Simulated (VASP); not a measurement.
Write the native input for VASP 6.6.1 that does the following.

```
Task                   : single point
Functional             : revPBE
Potentials or basis    : VASP PAW PBE potentials, release 64 (Cd)
Cutoff                 : 520 eV
k mesh                 : 9 × 9 × 9
Occupations            : fermi-dirac, width 0.1 eV
Spin                   : no spin polarisation
Dipole correction      : no
Further INCAR settings : ALGO = Normal; EDIFF = 1e-06; NBANDS = 19
```

The structure of Cd lies in POSCAR:

```
Cd
1.0
    0.0000000000      3.5244092951      3.5244092951
    3.5244092951      0.0000000000      3.5244092951
    3.5244092951      3.5244092951      0.0000000000
Cd
2
Direct
    0.1250000000      0.1250000000      0.1250000000
    0.8750000000      0.8750000000      0.8750000000
```

This cell differs from its parent crystal: volume scaled by 1.08.

One way to write it, as run:

INCAR

```
SYSTEM = Cd
PREC     = Accurate       ! precision mode
ENCUT    = 520            ! plane-wave cutoff, eV
EDIFF    = 1E-6           ! SCF threshold, eV
ISMEAR   = -1             ! smearing method
SIGMA    = 0.1            ! smearing width, eV
LREAL    = .FALSE.        ! projectors in reciprocal space
LASPH    = .TRUE.         ! aspherical terms in the spheres
NELM     = 60             ! most SCF steps
ALGO     = Normal         ! electronic algorithm
ISIF     = 2              ! what is computed and relaxed
LWAVE    = .FALSE.        ! write WAVECAR
LCHARG   = .TRUE.         ! write CHGCAR
GGA      = RE             ! functional
LELF     = .TRUE.         ! ELF
LVHAR    = .TRUE.       
NBANDS   = 19             ! bands
```

KPOINTS

```
Automatic mesh
0
G
  9 9 9
  0 0 0
```

Potentials or basis: VASP PAW PBE potentials, release 64 (Cd).

Command:

```bash
$ cat potpaw_PBE.64/Cd/POTCAR > POTCAR
$ mpirun -np 1 vasp_std > vasp.out
```

It gave:

```json
{
  "Pressure": "-0.4 GPa",
  "Band gap on the k mesh": "zero (band 12 reaches 3.26 eV, above the bottom of band 13 at -0.39 eV)"
}
```

Caveat: the PAW data sets were made with another functional, which shifts forces and pressure a little.

It took 50 s on 1 thread of Intel(R) Xeon(R) Platinum 8175M CPU @ 2.50GHz (Skylake/Cascade Lake), on a shared host, peak memory 0.25 GiB.
